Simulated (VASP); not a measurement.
# Ga2GeO (P-6m2) in VASP: density of states with PBE

Aim: the density of states of Ga2GeO with PBE.

All numbers are computed with VASP 6.6.1; they aren't measurements. Logs are shortened: lines on timing, memory, paths and dates and some standing lists are left out, and cuts for length are marked.

### 1 The cell of the first run

The structure is hexagonal, space group P-6m2 (No. 187). Conventional cell: a = 2.995 Å, b = 2.995 Å, c = 7.993 Å, α = 90.00°, β = 90.00°, γ = 120.00°. Within 3.0 Å of Ga (site symmetry 3m) lie 3 O at 2.28 Å and 7 Ga at 2.96 to 3.00 Å. Ge (site symmetry -6m2) has 6 Ge at 3.00 Å and 6 Ga at 3.05 Å within 3.9 Å. Within 3.0 Å of O (site symmetry -6m2) lie 6 Ga at 2.28 Å and 6 O at 3.00 Å.

### 2 Density of states, PBE

Contents of POSCAR:

```
Ga2GeO
1.0
    2.9951773501      0.0000000000      0.0000000000
   -1.4975886751      2.5938996740      0.0000000000
    0.0000000000      0.0000000000      7.9927899546
Ga Ge O
2 1 1
Direct
    0.0000000000      0.0000000000      0.8149547912
    0.0000000000      0.0000000000      0.1850452088
    0.6666666667      0.3333333333      0.5000000000
    0.3333333333      0.6666666667      0.0000000000
```

Contents of INCAR.step1:

```
PREC = Accurate ; ENCUT = 520
EDIFF = 1E-6 ; ISMEAR = 0
SIGMA = 0.1 ; LREAL = F
LASPH = T ; NELM = 100
ALGO = Normal ; ISIF = 2
LWAVE = F ; LCHARG = T
GGA = PE ; NBANDS = 31
```

Contents of KPOINTS.step1:

```
Automatic mesh
0
Gamma
  18 18 8
```

Contents of INCAR.step2:

```
PREC = Accurate ; ENCUT = 520
EDIFF = 1E-6 ; ISMEAR = -5
SIGMA = 0.1 ; LREAL = F
LASPH = T ; NELM = 100
ALGO = Normal ; ISIF = 2
LWAVE = F ; LCHARG = F
GGA = PE ; LORBIT = 11
NBANDS = 31 ; NEDOS = 2001
ICHARG = 11
```

Contents of KPOINTS.step2:

```
Automatic mesh
0
Gamma
  27 27 12
```

Potentials or basis: VASP PAW PBE potentials, release 64 (Ga_d, Ge_d, O).

Command:

```bash
$ cat potpaw_PBE.64/Ga_d/POTCAR potpaw_PBE.64/Ge_d/POTCAR potpaw_PBE.64/O/POTCAR > POTCAR
$ cp INCAR.step1 INCAR
$ cp KPOINTS.step1 KPOINTS
$ mpirun -np 1 vasp_std > vasp.out
$ cp INCAR.step2 INCAR
$ cp KPOINTS.step2 KPOINTS
$ mpirun -np 1 vasp_std > vasp.out
```

OUTCAR:

```text
PREC = Accurate
   ENCUT = 520
   EDIFF = 1E-6
   ISMEAR = -5
   LREAL = F
   LASPH = T
   NELM = 100
   ISIF = 2
   GGA = PE
   LORBIT = 11
   ICHARG = 11

 ion  position               nearest neighbor table
   1  0.000  0.000  0.815-   4 2.28   4 2.28   4 2.28
   2  0.000  0.000  0.185-   4 2.28   4 2.28   4 2.28
   3  0.667  0.333  0.500-
   4  0.333  0.667  0.000-   1 2.28   2 2.28   1 2.28   2 2.28   1 2.28   2 2.28

  LATTYP: Found a hexagonal cell.
 ALAT       =     2.9951773501
 C/A-ratio  =     2.6685531507

  Lattice vectors:

 A1 = (   2.9951773501,   0.0000000000,   0.0000000000)
 A2 = (  -1.4975886751,   2.5938996740,   0.0000000000)
 A3 = (   0.0000000000,   0.0000000000,   7.9927899546)

Analysis of symmetry for initial positions (statically):
=====================================================================
 Subroutine PRICEL returns:
 Original cell was already a primitive cell.

 Routine SETGRP: Setting up the symmetry group for a
 hexagonal supercell.

 Subroutine GETGRP returns: Found 12 space group operations
 (whereof 12 operations were pure point group operations)
 out of a pool of 24 trial point group operations.

The static configuration has the point symmetry D_3h.

Analysis of symmetry for dynamics (positions and initial velocities):
=====================================================================
 Subroutine PRICEL returns:
 Original cell was already a primitive cell.

 Routine SETGRP: Setting up the symmetry group for a
 hexagonal supercell.

 Subroutine GETGRP returns: Found 12 space group operations
 (whereof 12 operations were pure point group operations)
 out of a pool of 24 trial point group operations.

The dynamic configuration has the point symmetry D_3h.

 Subroutine INISYM returns: Found 12 space group operations
 (whereof 12 operations are pure point group operations),
 and found     1 'primitive' translations

----------------------------------------------------------------------------------------

                                     Primitive cell

  volume of cell :      62.0975

  direct lattice vectors                    reciprocal lattice vectors
     2.995177350  0.000000000  0.000000000     0.333870046  0.192759961  0.000000000
    -1.497588675  2.593899674  0.000000000     0.000000000  0.385519922  0.000000000
     0.000000000  0.000000000  7.992789955     0.000000000  0.000000000  0.125112759

  length of vectors
     2.995177350  2.995177350  7.992789955     0.385519922  0.385519922  0.125112759

  position of ions in fractional coordinates (direct lattice)
     0.000000000  0.000000000  0.814954791
     0.000000000  0.000000000  0.185045209
     0.666666667  0.333333333  0.500000000
     0.333333333  0.666666667  0.000000000

  ion indices of the primitive-cell ions
   primitive index   ion index
                 1           1
                 2           2
                 3           3
                 4           4

----------------------------------------------------------------------------------------

 KPOINTS: Automatic mesh

Automatic generation of k-mesh.
 Grid dimensions read from file:
 generate k-points for:   27   27   12

 Generating k-lattice:

  Cartesian coordinates                     Fractional coordinates (reciprocal lattice)
     0.012365557  0.007139258  0.000000000     0.037037037  0.000000000  0.000000000
     0.000000000  0.014278516  0.000000000     0.000000000  0.037037037  0.000000000
     0.000000000  0.000000000  0.010426063     0.000000000  0.000000000  0.083333333

  Length of vectors
     0.014278516  0.014278516  0.010426063

  Shift w.r.t. Gamma in fractional coordinates (k-lattice)
     0.000000000  0.000000000  0.000000000

 TETIRR: Found   8868 inequivalent tetrahedra from    52488

 Subroutine IBZKPT returns following result:
 ===========================================

 Found    525 irreducible k-points:

 Following reciprocal coordinates:
            Coordinates               Weight
  0.000000  0.000000  0.000000      1.000000
  0.037037 -0.000000  0.000000      6.000000
  0.074074 -0.000000  0.000000      6.000000
  0.111111  0.000000  0.000000      6.000000
  0.148148  0.000000  0.000000      6.000000
  0.185185 -0.000000  0.000000      6.000000
[... 16 lines left out ...]
  0.333333  0.037037  0.000000     12.000000
  0.370370  0.037037  0.000000     12.000000
 [... further k-points ...]
   k-points           NKPTS =    525   k-points in BZ     NKDIM =    525   number of bands    NBANDS=     31
   number of dos      NEDOS =   2001   number of ions     NIONS =      4
   total plane-waves  NPLWV =  34560
   dimension x,y,z NGX =    24 NGY =   24 NGZ =   60
   dimension x,y,z NGXF=    48 NGYF=   48 NGZF=  120
   ions per type =               2   1   1
   NGX,Y,Z   is equivalent  to a cutoff of  13.32, 13.32, 12.48 a.u.
   NGXF,Y,Z  is equivalent  to a cutoff of  26.64, 26.64, 24.96 a.u.
 SYSTEM =  unknown system
   PREC   = accura    normal or accurate (medium, high low for compatibility)
   ISTART =      0    job   : 0-new  1-cont  2-samecut
   ICHARG =     11    charge: 1-file 2-atom 10-const
   ISPIN  =      1    spin polarized calculation?
   LNONCOLLINEAR =      F non collinear calculations
   LSORBIT =      F    spin-orbit coupling
   LASPH  =      T    aspherical Exc in radial PAW
   ENCUT  =  520.0 eV  38.22 Ry    6.18 a.u.   5.57  5.57 14.86*2*pi/ulx,y,z
   NELM   =    100;   NELMIN=  2; NELMDL=  0     # of ELM steps
   EDIFF  = 0.1E-05   stopping-criterion for ELM
   LREAL  =      F    real-space projection
   EDIFFG = 0.1E-04   stopping-criterion for IOM
   NSW    =      0    number of steps for IOM
   IBRION =     -1    ionic relax: 0-MD 1-quasi-New 2-CG
   NFREE  =      0    steps in history (QN), initial steepest desc. (CG)
   ISIF   =      2    stress and relaxation
   ISYM   =      2    0-nonsym 1-usesym 2-fastsym
   POTIM  = 0.5000    time-step for ionic-motion
   TEBEG  =    0.0;   TEEND  =   0.0 temperature during run
   PSTRESS=    0.0 pullay stress
   NELECT =      46.0000    total number of electrons
   NUPDOWN=      -1.0000    fix difference up-down
   EMIN   =  10.00;   EMAX   =-10.00  energy-range for DOS
   EFERMI =   0.00;   METHOD = LEGACY
   ISMEAR =    -5;   SIGMA  =   0.10  broadening in eV -4-tet -1-fermi 0-gaus
   EFERMI_NEDOS =   21; number of points for ismear=-14 and -15
   IALGO  =     38    algorithm
   IMIX   =      4    mixing-type and parameters
     AMIX     =   0.40;   BMIX     =  1.00
     AMIX_MAG =   1.60;   BMIX_MAG =  1.00
  volume/ion in A,a.u.               =      15.52       104.76
  Fermi-wavevector in a.u.,A,eV,Ry     =   1.481276  2.799206 29.853623  2.194179
  Thomas-Fermi vector in A             =   2.595207
   LORBIT       =     11    0 simple, 1 ext, 2 COOP (PROOUT), +10 PAW based schemes
   GGA     = PE    functional components
   LHFCALC =     F    Hartree Fock is set to
   AEXX    =    0.0000 exact exchange contribution
   IVDW    =     0    specifies the selected vdW correction
   LEPSILON=     F    determine dielectric tensor
   LRPA    =     F    only Hartree local field effects (RPA)
 non-spin polarized calculation
 Fermi weights with tetrahedron method with Bloechl corrections
  energy-cutoff  :      520.00
  volume of cell :       62.10
 maximum number of plane-waves:      1708
 NGX is ok and might be reduce to    24

 number of electron      46.0000007 magnetization

 Free energy of the ion-electron system (eV)
  ---------------------------------------------------
  ext. energy  EPLUGINS =         0.00000000
  ---------------------------------------------------
  free energy    TOTEN  =       -16.73662636 eV

  energy without entropy =      -16.73662636  energy(sigma->0) =      -16.73662636

 E-fermi :   6.2382     XC(G=0): -11.3150

 val. band max:        6.3004469208   @ k =   0.1852   0.1852   0.0000
 cond. band min:       6.1858517545   @ k =   0.3333   0.2222   0.5000
 fundamental gap:     -0.1145951662
 Fermi energy:         6.2382479338

 k-point     1 :       0.0000    0.0000    0.0000
  band No.  band energies     occupation
      1     -18.6760      2.00000
      2     -18.6297      2.00000
      3     -18.6297      2.00000
      4     -18.6071      2.00000
      5     -18.6071      2.00000
      6     -13.6085      2.00000
[... 23 lines left out ...]
     30      17.3187      0.00000
     31      17.3192      0.00000

 k-point     2 :       0.0370   -0.0000    0.0000
  band No.  band energies     occupation
      1     -18.6753      2.00000
      2     -18.6299      2.00000
      3     -18.6286      2.00000
      4     -18.6077      2.00000
      5     -18.6072      2.00000
      6     -13.5984      2.00000
[... 23 lines left out ...]
     30      16.9794      0.00000
     31      17.1734      0.00000

 k-point     3 :       0.0741   -0.0000    0.0000
  band No.  band energies     occupation
      1     -18.6734      2.00000
      2     -18.6304      2.00000
      3     -18.6253      2.00000
      4     -18.6095      2.00000
      5     -18.6077      2.00000
      6     -13.5685      2.00000
[... 23 lines left out ...]
     30      16.5756      0.00000
     31      16.8028      0.00000

 k-point     4 :       0.1111    0.0000    0.0000
  band No.  band energies     occupation
      1     -18.6705      2.00000
      2     -18.6309      2.00000
      3     -18.6199      2.00000
      4     -18.6124      2.00000
      5     -18.6083      2.00000
      6     -13.5201      2.00000
[... 635 lines left out ...]
     30      14.7174      0.00000
     31      14.8211      0.00000

 k-point    23 :       0.3333    0.0370    0.0000
  band No.  band energies     occupation
      1     -18.6665      2.00000
      2     -18.6430      2.00000
      3     -18.6157      2.00000
      4     -18.6100      2.00000
      5     -18.5624      2.00000
      6     -12.9663      2.00000
[... 23 lines left out ...]
     30      14.2161      0.00000
     31      14.5559      0.00000

 k-point    24 :       0.3704    0.0370    0.0000
  band No.  band energies     occupation
      1     -18.6683      2.00000
      2     -18.6467      2.00000
      3     -18.6166      2.00000
      4     -18.6051      2.00000
      5     -18.5555      2.00000
      6     -12.8941      2.00000
[... 23 lines left out ...]
     30      13.7492      0.00000
     31      14.3562      0.00000

 [... further k-points ...]
[... 5 lines left out ...]
  --------------------------------------------------------------------------------------
  -------------------------------------------------------------------------------------
  Total        0.2249919      0.2249919      0.1061886     -0.0000000      0.0000000     -0.0000000
  in kB        5.8050144      5.8050144      2.7397726     -0.0000000      0.0000000     -0.0000000
  external PRESSURE =       4.7832671 kB  Pullay stress =       0.0000000 kB

 VOLUME and BASIS-vectors are now :
 -----------------------------------------------------------------------------
  energy-cutoff  :      520.00
  volume of cell :       62.10
      direct lattice vectors                 reciprocal lattice vectors
     2.995177350  0.000000000  0.000000000     0.333870046  0.192759961  0.000000000
    -1.497588675  2.593899674  0.000000000     0.000000000  0.385519922  0.000000000
     0.000000000  0.000000000  7.992789955     0.000000000  0.000000000  0.125112759

 POSITION                                       TOTAL-FORCE (eV/Angst)
 -----------------------------------------------------------------------------------
      0.00000      0.00000      6.51376         0.000000     -0.000000     -0.043344
      0.00000      0.00000      1.47903         0.000000     -0.000000      0.043344
      1.49759      0.86463      3.99639        -0.000000     -0.000000      0.000000
     -0.00000      1.72927      0.00000        -0.000000      0.000000      0.000000
 -----------------------------------------------------------------------------------
    total drift:                               -0.004690      0.002708      0.000000

  FREE ENERGIE OF THE ION-ELECTRON SYSTEM (eV)
  ---------------------------------------------------
  free  energy   TOTEN  =       -16.7366263569 eV

  energy  without entropy=      -16.7366263569  energy(sigma->0) =      -16.73662636

 total charge

# of ion       s       p       d       tot
------------------------------------------
    1        0.994   0.473  10.000  11.467
    2        0.994   0.473  10.000  11.467
    3        1.286   0.851  10.016  12.153
    4        1.596   3.325   0.000   4.921
--------------------------------------------------
tot          4.870   5.121  30.016  40.007
```

Wall time 4.7 min (1 thread of Intel Xeon 6975P-C (Granite Rapids), shared host); peak memory 0.93 GiB.

Results:

```yaml
Valence_electrons_inside_the_program's_atomic_spheres: Ga 11.47; Ge 12.15; O 4.92
```

Levels at points of the mesh, in eV from the Fermi level:
```tsv
k point	band 20	band 21	band 22	band 23	band 24	band 25	band 26	band 27
(0.00, 0.00, 0.00)	-4.70	-3.05	-3.05	1.87	2.14	7.60	7.60	9.92
(0.00, 0.00, 0.50)	-3.05	-3.05	-1.88	-1.47	5.33	6.69	7.62	7.62
```

Caveat: tetrahedron occupations give inexact forces and stress in metals.
